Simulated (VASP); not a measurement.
CaO: single point with r2SCAN

CaO:

```
Ca O
1.0
     0.00000    2.44900    2.44900
     2.44900    0.00000    2.44900
     2.44900    2.44900    0.00000
Ca O
1 1
Direct
  0.10208 0.89792 0.89792
  0.50000 0.50000 0.50000
```

This cell differs from its parent crystal: all Ca atoms moved -0.500 Å, as atom 1 along Cartesian [1 0 0].

```json
{"Program": "VASP 6.6.1", "Task": "single point", "Functional": "r2SCAN", "Potentials or basis": "VASP PAW PBE potentials, release 64 (Ca_sv, O)", "Cutoff": "520 eV", "k mesh": "8 × 8 × 8", "Occupations": "gaussian, width 0.05 eV", "Spin": "no spin polarisation"}
```

The pressure is 6.8 GPa. The largest force is 3.747 eV/Å and the band gap on the k mesh is 4.62 eV (least direct gap 4.81 eV).

Forces on the atoms (eV/Å):
```
Ca   3.747  0.000  0.000
O   -3.747  0.000  0.000
```

Stress tensor (GPa, compression positive):
```
32.17  0.00  0.00
 0.00 -5.91  0.00
 0.00  0.00 -5.91
```

Levels at points of the mesh, in eV from the valence-band top:
```
           k point  band 4  band 5  band 6  band 7  band 8  band 9  band 10  band 11  band 12  band 13
(0.00, 0.00, 0.00)  -18.57  -15.70   -0.31   -0.31   -0.20    5.06     7.26     8.15     8.15     8.76
(0.50, 0.00, 0.00)  -18.63  -14.74   -2.16   -0.83   -0.67    7.36     8.49     9.52     9.65    10.36
(0.50, 0.50, 0.00)  -18.75  -15.33   -1.09   -1.05   -0.10    6.11     8.21    10.36    10.39    10.40
(0.00, 0.50, 0.50)  -18.79  -15.15   -0.53   -0.19   -0.19    4.62     7.39     9.95    10.41    10.41
```

It took 3.9 min on 1 thread of Intel Xeon 8259CL (shared host), peak memory 0.18 GiB.

Caveat: the cell differs from its parent crystal (all Ca atoms moved -0.500 Å, as atom 1 along Cartesian [1 0 0]); the stress differs along the axes, from -6 to 32 GPa; the PAW data sets were made with another functional, which shifts forces and pressure a little. A k mesh can miss the band edges.
